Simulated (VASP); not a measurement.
# Cu (P6_3/mmc) in VASP: a series of runs

Runs on Cu. Level: PBE. Tasks: single point, relaxation of cell and atoms.

Program: VASP 6.6.1. These are calculated values, not measurements. Logs are shortened: lines on timing, memory, paths and dates and some standing lists are left out, and cuts for length are marked.

## (1) The cell of the first run

It takes space group P6_3/mmc (No. 194, hexagonal). Conventional cell: a = 2.569 Å, b = 2.569 Å, c = 4.191 Å, α = 90.00°, β = 90.00°, γ = 120.00°. Cu (site symmetry -6m2) has 12 Cu at 2.57 Å within 3.4 Å.

## (2) Single point, PBE

Input file INCAR:

```
ALGO = Fast ; EDIFF = 1E-7
ENCUT = 520 ; GGA = PE
ISIF = 2 ; ISMEAR = 0
LASPH = True ; LCHARG = False
LREAL = False ; LWAVE = False
NBANDS = 18 ; NELM = 100
PREC = Accurate ; SIGMA = 0.05
```

Input file KPOINTS:

```
k-points
0
Gamma
  18 18 10
```

Input file POSCAR:

```
Cu
1.0
    2.5685725391      0.0000000000      0.0000000000
   -1.2842862696      2.2244490703      0.0000000000
    0.0000000000      0.0000000000      4.1913578202
Cu
2
Direct
    0.3333333333      0.6666666667      0.7500000000
    0.6666666667      0.3333333333      0.2500000000
```

Potentials or basis: VASP PAW PBE potentials, release 64 (Cu).

Run with:

```sh
> cat potpaw_PBE.64/Cu/POTCAR > POTCAR
> mpirun -np 1 vasp_std > vasp.out
```

OUTCAR:

```text
EDIFF = 1E-7
   ENCUT = 520
   GGA = PE
   ISIF = 2
   ISMEAR = 0
   LASPH = True
   LREAL = False
   NELM = 100
   PREC = Accurate

 ion  position               nearest neighbor table
   1  0.333  0.667  0.750-   2 2.57   2 2.57   2 2.57   2 2.57   2 2.57   2 2.57
   2  0.667  0.333  0.250-   1 2.57   1 2.57   1 2.57   1 2.57   1 2.57   1 2.57

  LATTYP: Found a hexagonal cell.
 ALAT       =     2.5685725391
 C/A-ratio  =     1.6317848752

  Lattice vectors:

 A1 = (   2.5685725391,   0.0000000000,   0.0000000000)
 A2 = (  -1.2842862696,   2.2244490703,   0.0000000000)
 A3 = (   0.0000000000,   0.0000000000,   4.1913578202)

Analysis of symmetry for initial positions (statically):
=====================================================================
 Subroutine PRICEL returns:
 Original cell was already a primitive cell.

 Routine SETGRP: Setting up the symmetry group for a
 hexagonal supercell.

 Subroutine GETGRP returns: Found 24 space group operations
 (whereof 12 operations were pure point group operations)
 out of a pool of 24 trial point group operations.

The static configuration has the point symmetry D_3d.
 The point group associated with its full space group is D_6h.

Analysis of symmetry for dynamics (positions and initial velocities):
=====================================================================
 Subroutine PRICEL returns:
 Original cell was already a primitive cell.

 Routine SETGRP: Setting up the symmetry group for a
 hexagonal supercell.

 Subroutine GETGRP returns: Found 24 space group operations
 (whereof 12 operations were pure point group operations)
 out of a pool of 24 trial point group operations.

The dynamic configuration has the point symmetry D_3d.
 The point group associated with its full space group is D_6h.

 Subroutine INISYM returns: Found 24 space group operations
 (whereof 12 operations are pure point group operations),
 and found     1 'primitive' translations

----------------------------------------------------------------------------------------

                                     Primitive cell

  volume of cell :      23.9480

  direct lattice vectors                    reciprocal lattice vectors
     2.568572539  0.000000000  0.000000000     0.389321300  0.224774757  0.000000000
    -1.284286270  2.224449070  0.000000000     0.000000000  0.449549515  0.000000000
     0.000000000  0.000000000  4.191357820     0.000000000  0.000000000  0.238586168

  length of vectors
     2.568572539  2.568572539  4.191357820     0.449549515  0.449549515  0.238586168

  position of ions in fractional coordinates (direct lattice)
     0.333333333  0.666666667  0.750000000
     0.666666667  0.333333333  0.250000000

  ion indices of the primitive-cell ions
   primitive index   ion index
                 1           1
                 2           2

----------------------------------------------------------------------------------------

 KPOINTS: k-points

Automatic generation of k-mesh.
 Grid dimensions read from file:
 generate k-points for:   18   18   10

 Generating k-lattice:

  Cartesian coordinates                     Fractional coordinates (reciprocal lattice)
     0.021628961  0.012487487  0.000000000     0.055555556  0.000000000  0.000000000
     0.000000000  0.024974973  0.000000000     0.000000000  0.055555556  0.000000000
     0.000000000  0.000000000  0.023858617     0.000000000  0.000000000  0.100000000

  Length of vectors
     0.024974973  0.024974973  0.023858617

  Shift w.r.t. Gamma in fractional coordinates (k-lattice)
     0.000000000  0.000000000  0.000000000

 Subroutine IBZKPT returns following result:
 ===========================================

 Found    222 irreducible k-points:

 Following reciprocal coordinates:
            Coordinates               Weight
  0.000000  0.000000  0.000000      1.000000
  0.055556 -0.000000  0.000000      6.000000
  0.111111 -0.000000  0.000000      6.000000
  0.166667 -0.000000  0.000000      6.000000
  0.222222 -0.000000  0.000000      6.000000
  0.277778 -0.000000  0.000000      6.000000
[... 16 lines left out ...]
  0.333333  0.111111  0.000000     12.000000
  0.388889  0.111111  0.000000     12.000000
 [... further k-points ...]
   k-points           NKPTS =    222   k-points in BZ     NKDIM =    222   number of bands    NBANDS=     18
   number of dos      NEDOS =    301   number of ions     NIONS =      2
   total plane-waves  NPLWV =  12800
   dimension x,y,z NGX =    20 NGY =   20 NGZ =   32
   dimension x,y,z NGXF=    40 NGYF=   40 NGZF=   64
   ions per type =               2
   NGX,Y,Z   is equivalent  to a cutoff of  12.94, 12.94, 12.69 a.u.
   NGXF,Y,Z  is equivalent  to a cutoff of  25.89, 25.89, 25.38 a.u.
 SYSTEM =  unknown system
   PREC   = accura    normal or accurate (medium, high low for compatibility)
   ISTART =      0    job   : 0-new  1-cont  2-samecut
   ICHARG =      2    charge: 1-file 2-atom 10-const
   ISPIN  =      1    spin polarized calculation?
   LNONCOLLINEAR =      F non collinear calculations
   LSORBIT =      F    spin-orbit coupling
   LASPH  =      T    aspherical Exc in radial PAW
   ENCUT  =  520.0 eV  38.22 Ry    6.18 a.u.   4.78  4.78  7.79*2*pi/ulx,y,z
   NELM   =    100;   NELMIN=  2; NELMDL= -5     # of ELM steps
   EDIFF  = 0.1E-06   stopping-criterion for ELM
   LREAL  =      F    real-space projection
   EDIFFG = 0.1E-05   stopping-criterion for IOM
   NSW    =      0    number of steps for IOM
   IBRION =     -1    ionic relax: 0-MD 1-quasi-New 2-CG
   NFREE  =      0    steps in history (QN), initial steepest desc. (CG)
   ISIF   =      2    stress and relaxation
   ISYM   =      2    0-nonsym 1-usesym 2-fastsym
   POTIM  = 0.5000    time-step for ionic-motion
   TEBEG  =    0.0;   TEEND  =   0.0 temperature during run
   PSTRESS=    0.0 pullay stress
   NELECT =      22.0000    total number of electrons
   NUPDOWN=      -1.0000    fix difference up-down
   EMIN   =  10.00;   EMAX   =-10.00  energy-range for DOS
   EFERMI =   0.00;   METHOD = LEGACY
   ISMEAR =     0;   SIGMA  =   0.05  broadening in eV -4-tet -1-fermi 0-gaus
   EFERMI_NEDOS =   21; number of points for ismear=-14 and -15
   IALGO  =     68    algorithm
   IMIX   =      4    mixing-type and parameters
     AMIX     =   0.40;   BMIX     =  1.00
     AMIX_MAG =   1.60;   BMIX_MAG =  1.00
  volume/ion in A,a.u.               =      11.97        80.80
  Fermi-wavevector in a.u.,A,eV,Ry     =   1.591449  3.007402 34.459608  2.532710
  Thomas-Fermi vector in A             =   2.689987
   LORBIT       =      0    0 simple, 1 ext, 2 COOP (PROOUT), +10 PAW based schemes
   GGA     = PE    functional components
   LHFCALC =     F    Hartree Fock is set to
   AEXX    =    0.0000 exact exchange contribution
   IVDW    =     0    specifies the selected vdW correction
   LEPSILON=     F    determine dielectric tensor
   LRPA    =     F    only Hartree local field effects (RPA)
 non-spin polarized calculation
 RMM-DIIS sequential band-by-band and
 Gauss-broadening in eV      SIGMA  =   0.05
  energy-cutoff  :      520.00
  volume of cell :       23.95
 maximum number of plane-waves:       668
 NGX is ok and might be reduce to    20
   NGX =  9   NGY =  9   NGZ = 15

 number of electron      22.0000007 magnetization

 Free energy of the ion-electron system (eV)
  ---------------------------------------------------
  ext. energy  EPLUGINS =         0.00000000
  ---------------------------------------------------
  free energy    TOTEN  =        -7.43541866 eV

  energy without entropy =       -7.43408614  energy(sigma->0) =       -7.43475240

 E-fermi :   7.3506     XC(G=0): -12.6456

 val. band max:        7.3418225892   @ k =   0.2222   0.2222   0.5000
 cond. band min:       7.3816077539   @ k =   0.3333   0.1667   0.3000
 fundamental gap:      0.0397851646
 Fermi energy:         7.3506253220

 k-point     1 :       0.0000    0.0000    0.0000
  band No.  band energies     occupation
      1      -1.8309      2.00000
      2       2.4165      2.00000
      3       4.4298      2.00000
      4       4.4900      2.00000
      5       4.4900      2.00000
      6       4.6930      2.00000
[... 10 lines left out ...]
     17      30.6179      0.00000
     18      30.6629      0.00000

 k-point     2 :       0.0556   -0.0000    0.0000
  band No.  band energies     occupation
      1      -1.7319      2.00000
      2       2.4738      2.00000
      3       4.3655      2.00000
      4       4.5255      2.00000
      5       4.5454      2.00000
      6       4.6751      2.00000
[... 10 lines left out ...]
     17      31.4447      0.00000
     18      31.6865      0.00000

 k-point     3 :       0.1111   -0.0000    0.0000
  band No.  band energies     occupation
      1      -1.4377      2.00000
      2       2.6349      2.00000
      3       4.2575      2.00000
      4       4.5937      2.00000
      5       4.6293      2.00000
      6       4.6674      2.00000
[... 10 lines left out ...]
     17      31.2521      0.00000
     18      32.0254      0.00000

 k-point     4 :       0.1667   -0.0000    0.0000
  band No.  band energies     occupation
      1      -0.9575      2.00000
      2       2.8630      2.00000
      3       4.1347      2.00000
      4       4.3099      2.00000
      5       4.5296      2.00000
      6       4.7874      2.00000
[... 375 lines left out ...]
      4       3.8882      2.00000
      5       4.4024      2.00000
      6       4.5498      2.00000
[... 10 lines left out ...]
     17      23.1044      0.00000
     18      26.7763      0.00000

 k-point    23 :       0.3333    0.1111    0.0000
  band No.  band energies     occupation
      1       2.2460      2.00000
      2       3.1888      2.00000
      3       3.3046      2.00000
      4       3.9917      2.00000
      5       4.3664      2.00000
      6       4.5960      2.00000
[... 10 lines left out ...]
     17      21.0796      0.00000
     18      26.3263      0.00000

 k-point    24 :       0.3889    0.1111    0.0000
  band No.  band energies     occupation
      1       2.6880      2.00000
      2       3.1026      2.00000
      3       3.2273      2.00000
      4       4.1469      2.00000
      5       4.3579      2.00000
      6       4.5184      2.00000
[... 10 lines left out ...]
     17      19.4038      0.00000
     18      26.0540      0.00000

 [... further k-points ...]
[... 5 lines left out ...]
  --------------------------------------------------------------------------------------
  -------------------------------------------------------------------------------------
  Total        0.0884142      0.0884142      0.0843533     -0.0000000      0.0000000     -0.0000000
  in kB        5.9151217      5.9151217      5.6434367     -0.0000000      0.0000000     -0.0000000
  external PRESSURE =       5.8245600 kB  Pullay stress =       0.0000000 kB

 VOLUME and BASIS-vectors are now :
 -----------------------------------------------------------------------------
  energy-cutoff  :      520.00
  volume of cell :       23.95
      direct lattice vectors                 reciprocal lattice vectors
     2.568572539  0.000000000  0.000000000     0.389321300  0.224774757  0.000000000
    -1.284286270  2.224449070  0.000000000     0.000000000  0.449549515  0.000000000
     0.000000000  0.000000000  4.191357820     0.000000000  0.000000000  0.238586168

 POSITION                                       TOTAL-FORCE (eV/Angst)
 -----------------------------------------------------------------------------------
     -0.00000      1.48297      3.14352         0.000000      0.000000      0.000000
      1.28429      0.74148      1.04784        -0.000000     -0.000000      0.000000
 -----------------------------------------------------------------------------------
    total drift:                               -0.000000      0.000000     -0.000000

  FREE ENERGIE OF THE ION-ELECTRON SYSTEM (eV)
  ---------------------------------------------------
  free  energy   TOTEN  =        -7.4354186582 eV

  energy  without entropy=       -7.4340861356  energy(sigma->0) =       -7.43475240
```

Run time: 57 s. Hardware: 1 thread of Intel Xeon Platinum 8488C (Sapphire Rapids), shared host; peak memory 0.19 GiB.

Results:

| Property | Result |
| --- | --- |
| Free energy | -7.4354 eV |
| Pressure | 0.6 GPa |
| Band gap on the k mesh | zero (band 11 reaches 11.43 eV, above the bottom of band 12 at 5.48 eV) |

Levels at points of the mesh, in eV from the Fermi level:
| k point | band 9 | band 10 | band 11 | band 12 | band 13 | band 14 |
| --- | --- | --- | --- | --- | --- | --- |
| (0.00, 0.00, 0.00) | -2.39 | -1.65 | -1.65 | -0.89 | 3.76 | 21.30 |
| (0.50, 0.00, 0.00) | -1.52 | -1.47 | 0.07 | 1.59 | 7.76 | 8.11 |
| (0.00, 0.00, 0.50) | -1.87 | -1.87 | -1.87 | -1.87 | 12.42 | 12.42 |
| (0.50, 0.00, 0.50) | -1.50 | -1.50 | 0.57 | 0.57 | 4.82 | 4.82 |

## (3) Single point, PBE

Input file INCAR:

```
SYSTEM = Cu
PREC = Accurate
ENCUT = 520
EDIFF = 1E-7
ISMEAR = 0
SIGMA = 0.05
LREAL = .FALSE.
LASPH = .TRUE.
NELM = 80
ALGO = Fast
ISIF = 2
LWAVE = .FALSE.
LCHARG = .FALSE.
GGA = PE
NBANDS = 18
```

Input file KPOINTS:

```
Automatic mesh
0
G
  18 18 10
  0 0 0
```

POSCAR is that of step 2.

Potentials or basis: VASP PAW PBE potentials, release 64 (Cu).

Run with:

```sh
> cat potpaw_PBE.64/Cu/POTCAR > POTCAR
> mpirun -np 1 vasp_std > vasp.out
```

Run time: 57 s. Hardware: 1 thread of Intel Xeon Platinum 8488C (Sapphire Rapids), shared host; peak memory 0.19 GiB.

The run converged. Its results:

* Free energy: -7.4354 eV
* Pressure: 0.6 GPa
* Band gap on the k mesh: zero (band 11 reaches 11.43 eV, above the bottom of band 12 at 5.48 eV)

Levels at points of the mesh, in eV from the Fermi level:
| k point | band 9 | band 10 | band 11 | band 12 | band 13 | band 14 |
| --- | --- | --- | --- | --- | --- | --- |
| (0.00, 0.00, 0.00) | -2.39 | -1.65 | -1.65 | -0.89 | 3.76 | 21.30 |
| (0.50, 0.00, 0.00) | -1.52 | -1.47 | 0.07 | 1.59 | 7.76 | 8.11 |
| (0.00, 0.00, 0.50) | -1.87 | -1.87 | -1.87 | -1.87 | 12.42 | 12.42 |
| (0.50, 0.00, 0.50) | -1.50 | -1.50 | 0.57 | 0.57 | 4.82 | 4.82 |

## (4) Relaxation of cell and atoms, PBE

This run uses another cell than the first one, of 11.76 Å³/atom, 0.982 times its volume.

Input file INCAR:

```
SYSTEM = Cu
  PREC = Accurate
  ENCUT = 600
  EDIFF = 1E-6
  ISMEAR = 0
  SIGMA = 0.05
  LREAL = .FALSE.
  LASPH = .TRUE.
  NELM = 80
  ALGO = Normal
  ISIF = 3
  LWAVE = .FALSE.
  LCHARG = .FALSE.
  GGA = PE
  IBRION = 2
  NSW = 80
  EDIFFG = -0.01
```

KPOINTS is that of step 3.

Input file POSCAR:

```
Cu
1.0
    2.5524804075      0.0000000000      0.0000000000
   -1.2762402038      2.2105128756      0.0000000000
    0.0000000000      0.0000000000      4.1690513323
Cu
2
Direct
    0.3333333333      0.6666666667      0.7500000000
    0.6666666667      0.3333333333      0.2500000000
```

Run with:

```sh
> cat potpaw_PBE.64/Cu/POTCAR > POTCAR
> mpirun -np 1 vasp_std > vasp.out
```

It took 5 min on 1 thread of AMD EPYC 7R13, shared host; peak memory 0.18 GiB.

It converged, with:

* Free energy: -7.4356 eV
* Relaxed volume: 12.02 Å³/atom
* Relaxed cell: a = 2.571 Å, b = 2.571 Å, c = 4.198 Å, α = 90.00°, β = 90.00°, γ = 120.00°
* Space group after relaxing (to 0.05 Å): P6_3/mmc (No. 194)
* Energy gained by relaxing: 2.6 meV/atom
* Ionic steps: 3
* Pressure after relaxing: 0.1 GPa
* Band gap on the k mesh: zero (band 11 reaches 11.38 eV, above the bottom of band 12 at 5.44 eV)

Stress tensor (GPa, compression positive):
```
 0.11  0.00  0.00
 0.00  0.11  0.00
 0.00  0.00 -0.01
```

The path:
| step | energy change (eV) | largest force (eV/Å) | pressure (GPa) | volume (Å³) |
| --- | --- | --- | --- | --- |
| 1 | 0.0000 | 0.0000 | 3.39 | 23.52 |
| 2 | -0.0032 | 0.0000 | -1.76 | 24.38 |
| 3 | -0.0051 | 0.0000 | 0.07 | 24.04 |

Final structure:
```
Cu
1.0
     2.57132    0.00000    0.00000
    -1.28566    2.22683    0.00000
     0.00000    0.00000    4.19781
Cu
2
Direct
  0.33333 0.66667 0.75000
  0.66667 0.33333 0.25000
```

Levels at points of the mesh, in eV from the Fermi level:
```tsv
k point	band 8	band 9	band 10	band 11	band 12	band 13	band 14	band 15
(0.00, 0.00, 0.00)	-2.38	-2.38	-1.65	-1.65	-0.88	3.74	21.27	21.53
(0.50, 0.00, 0.00)	-1.56	-1.52	-1.46	0.07	1.58	7.74	8.08	10.62
(0.00, 0.00, 0.50)	-2.89	-1.87	-1.87	-1.87	-1.87	12.37	12.37	21.96
(0.50, 0.00, 0.50)	-1.81	-1.50	-1.50	0.58	0.58	4.80	4.80	15.98
```
